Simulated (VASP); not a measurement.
**HfO2: relaxation of the atoms with PBE**

The system is HfO2.

```
Hf O
1.0
     0.00000    2.55750    2.55750
     2.55750    0.00000    2.55750
     2.55750    2.55750    0.00000
Hf O
1 2
Direct
  0.00000 0.00000 0.00000
  0.25000 0.25000 0.25000
  0.75000 0.75000 0.75000
```

```json
{
 "Program": "VASP 6.6.1",
 "Task": "relaxation of the atoms",
 "Functional": "PBE",
 "Potentials or basis": "VASP PAW PBE potentials, release 64 (Hf_pv, O)",
 "Cutoff": "520 eV",
 "k mesh": "10 × 10 × 10",
 "Occupations": "fermi-dirac, width 0.02 eV",
 "Spin": "no spin polarisation",
 "Dipole correction": "no",
 "Further INCAR settings": "ALGO = Normal; EDIFF = 1e-06; IBRION = 2; EDIFFG = -0.02; NSW = 80"
}
```

```
Pressure after relaxing : -6.0 GPa
Band gap on the k mesh  : 3.73 eV
```

Final structure:
```
CELL_PARAMETERS angstrom
0.00000 2.55750 2.55750
2.55750 0.00000 2.55750
2.55750 2.55750 0.00000
ATOMIC_POSITIONS crystal
Hf 0.00000 0.00000 0.00000
O 0.25000 0.25000 0.25000
O 0.75000 0.75000 0.75000
```

Levels at points of the mesh, in eV from the valence-band top:
```tsv
k point	band 7	band 8	band 9	band 10	band 11	band 12	band 13	band 14	band 15
(0.00, 0.00, 0.00)	-5.18	-5.18	-0.59	-0.59	-0.59	3.81	3.81	5.62	10.09
(0.50, 0.00, 0.00)	-4.17	-3.00	-2.67	-1.80	-1.80	4.51	4.51	6.74	8.98
(0.50, 0.50, 0.00)	-3.40	-3.40	-1.48	-1.48	0.00	3.73	5.36	6.39	7.93
```

Run time: 16 s on 1 thread of Intel(R) Xeon(R) Platinum 8559C (Emerald Rapids), on a shared host, peak memory 0.17 GiB.

Caveat: the relaxation stopped at its first step, so nothing moved; spin-orbit coupling is left out, which moves the levels of the heavy elements. A k mesh can miss the band edges.
